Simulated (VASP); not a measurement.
Runs of VASP 6.6.1 on Y. The structure is that of space group Fd-3m (No. 227), or close to it. The cells are those of the table. This isn't the form of Y at room conditions, which is hcp.

```csv
task,cell,gap on the mesh (eV),pressure (GPa)
single point,"a = 4.800 Å, angles 60.0°, 2 atoms",none,0.0
relaxation of cell and atoms,"relaxed to 10 GPa from a = 4.950 Å, angles 60.0°, 2 atoms",none,9.8
relaxation of cell and atoms,"relaxed to 20 GPa from a = 4.950 Å, angles 60.0°, 2 atoms",none,20.0
relaxation of cell and atoms,"relaxed from a = 4.950 Å, angles 60.0°, 2 atoms",none,-0.1
single point,"a = 4.154 Å, angles 60.0°, 2 atoms",none,(a)
single point,"a = 4.003 Å, angles 60.0°, 2 atoms",none,20.5
single point,"a = 4.293 Å, angles 60.0°, 2 atoms",none,5.2
relaxation of cell and atoms,"relaxed to 5 GPa from a = 4.950 Å, angles 60.0°, 2 atoms",none,4.8
```

Alike in all rows: level r2SCAN+D3(BJ); potentials or basis VASP PAW PBE potentials, release 64 (Y_sv); no spin polarisation; k mesh 6 × 6 × 6; cutoff (eV) 550; smearing fermi-dirac 0.05 eV.

Task: Fill in the values left out.

Result: (a) 10.3.

Caveats: the PAW data sets were made with another functional, which shifts forces and pressure a little; the cell is relaxed towards a set pressure, so the run minimises the enthalpy, not the energy (at least some runs); the cell stands under pressure (at least some runs).

A k mesh can miss the band edges, and the runs leave out spin-orbit coupling on Y.

A gap of «none» marks levels without a gap at the run's occupations.
